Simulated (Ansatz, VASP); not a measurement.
Pb in VASP and in Ansatz

```
CELL_PARAMETERS angstrom
0.00000 2.43177 2.43177
2.43177 0.00000 2.43177
2.43177 2.43177 0.00000
ATOMIC_POSITIONS crystal
Pb 0.00000 0.00000 0.00000
```

Alike in both runs: task single point; functional PBEsol; k mesh 16 × 16 × 16; occupations gaussian, width 0.05 eV; no spin polarisation.

|  | VASP | Ansatz |
| --- | --- | --- |
| version | VASP 6.6.1 | Ansatz 0.2.0 |
| potentials or method | VASP PAW PBE potentials, release 64 (Pb_d), cutoff 520 eV | scalar-relativistic, plane waves, PAW |
| valence electrons in the cell | 14 | 14 |

```csv
,VASP,Ansatz,Ansatz less VASP
gap on the k mesh at the Fermi level (eV),none,none,-
pressure (GPa),2.1,2.2,+0.09
```

VASP's potentials were made for PBE, not for PBEsol. A gap of «none» marks a metal or a gap that the smearing closes. With one functional, cell and mesh, what is left measures potentials, basis and numerics.

Neither program's run includes spin-orbit coupling.
